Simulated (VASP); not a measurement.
Input of a VASP 6.6.1 run:

Contents of INCAR:

```
SYSTEM = SiC
ALGO = Normal
EDIFF = 1E-7
ENCUT = 520
GGA = PE
ISIF = 2
ISMEAR = 0
LASPH = .True.
LCHARG = .False.
LREAL = .False.
LWAVE = .False.
NBANDS = 26
NELM = 60
PREC = Accurate
SIGMA = 0.05
```

Contents of KPOINTS:

```
k-points
0
Gamma
  6 6 6
  0 0 0
```

The input POSCAR:

```
SiC
1.0
    4.3797281854      0.0000000000      0.0000000000
    0.0000000000     -4.3797281854      0.0000000000
    0.0000000000      0.0000000000     -4.3797281854
Si C
4 4
Direct
    0.0210917297      0.0210917297      0.0210917297
    0.5000000000      0.5000000000      0.0000000000
    0.5000000000      0.0000000000      0.5000000000
    0.0000000000      0.5000000000      0.5000000000
    0.7500000000      0.7500000000      0.7500000000
    0.2500000000      0.2500000000      0.7500000000
    0.2500000000      0.7500000000      0.2500000000
    0.7500000000      0.2500000000      0.2500000000
```

Potentials or basis: VASP PAW PBE potentials, release 64 (Si, C).

Run with:

```console
$ cat potpaw_PBE.64/Si/POTCAR potpaw_PBE.64/C/POTCAR > POTCAR
$ mpirun -np 1 vasp_std > vasp.out
```

**Question.** What does it give for the band gap on the k mesh?

**Answer.** 0.56 eV, direct.

**Question.** Predict the pressure.

**Answer.** 0.6 GPa.

**Question.** Estimate the largest force.

**Answer.** 3.240 eV/Å.

Stress tensor (GPa, compression positive):
```
 0.63  0.80  0.80
 0.80  0.63 -0.80
 0.80 -0.80  0.63
```

Caveat: the cell differs from its parent crystal (atom 1 (Si) moved -0.160 Å towards its neighbour atom 5 (C) at 1.896 Å); forces of over 1 eV/Å act on the atoms, so gaps and moduli don't describe the material at rest.
